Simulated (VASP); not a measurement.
A run of VASP 6.6.1 is set up as follows.

File INCAR:

```
PREC = Accurate
ENCUT = 520
EDIFF = 1E-6
ISMEAR = -1
SIGMA = 0.1
LREAL = F
LASPH = T
NELM = 60
ALGO = Normal
ISIF = 2
LWAVE = F
LCHARG = F
GGA = PE
NBANDS = 10
```

File KPOINTS:

```
Automatic mesh
0
Gamma
  16 16 16
```

The input POSCAR:

```
Ir
1.0
   -1.5961960365      1.5961960365      1.5961960365
    1.5961960365     -1.5961960365      1.5961960365
    1.5961960365      1.5961960365     -1.5961960365
Ir
1
Direct
    0.0000000000      0.0000000000      0.0000000000
```

Potentials or basis: VASP PAW PBE potentials, release 64 (Ir).

Run with:

```console
$ cat potpaw_PBE.64/Ir/POTCAR > POTCAR
$ mpirun -np 1 vasp_std > vasp.out
```

What does it give for the pressure?

-19.0 GPa.
